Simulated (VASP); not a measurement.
The system is Sr.

```
Sr
1.0
     6.08000    0.00000    0.00000
     0.00000    6.08000    0.00000
     0.00000    0.00000    6.08000
Sr
4
Direct
  0.00000 0.00000 0.00000
  0.00000 0.50000 0.50000
  0.50000 0.00000 0.50000
  0.50000 0.50000 0.00000
```

* Program: VASP 6.6.1
* Task: relaxation of volume and atoms at fixed shape
* Functional: PBEsol
* Potentials or basis: VASP PAW PBE potentials, release 64 (Sr_sv)
* Cutoff: 600 eV
* k mesh: 4 × 4 × 4
* Occupations: methfessel-paxton, width 0.1 eV
* Spin: no spin polarisation

At the start: pressure -0.9 GPa; volume 56.19 Å³/atom.

Question: How do energy, volume and symmetry change on relaxing?

Answer: Over 3 steps the energy falls by 12.1 meV/atom and the volume is 51.98 Å³/atom (-7.5 %); space group Fm-3m (No. 225, to 0.1 Å) before and after.

The path:
| step | energy change (eV) | largest force (eV/Å) | pressure (GPa) | volume (Å³) |
| --- | --- | --- | --- | --- |
| 1 | 0.0000 | 0.0000 | -0.86 | 224.76 |
| 2 | -0.0388 | 0.0000 | -0.42 | 215.11 |
| 3 | -0.0485 | 0.0000 | -0.02 | 207.93 |

Final structure:
```cif
data_structure
_symmetry_space_group_name_H-M 'P 1'
_symmetry_Int_Tables_number 1
_cell_length_a 5.9243
_cell_length_b 5.9243
_cell_length_c 5.9243
_cell_angle_alpha 90.000
_cell_angle_beta 90.000
_cell_angle_gamma 90.000
_cell_volume 207.93
loop_
_atom_site_label
_atom_site_type_symbol
_atom_site_fract_x
_atom_site_fract_y
_atom_site_fract_z
_atom_site_occupancy
Sr1 Sr 0.00000 0.00000 0.00000 1
Sr2 Sr 0.00000 0.50000 0.50000 1
Sr3 Sr 0.50000 0.00000 0.50000 1
Sr4 Sr 0.50000 0.50000 0.00000 1
```

Caveat: the PAW data sets were made with another functional, which shifts forces and pressure a little.
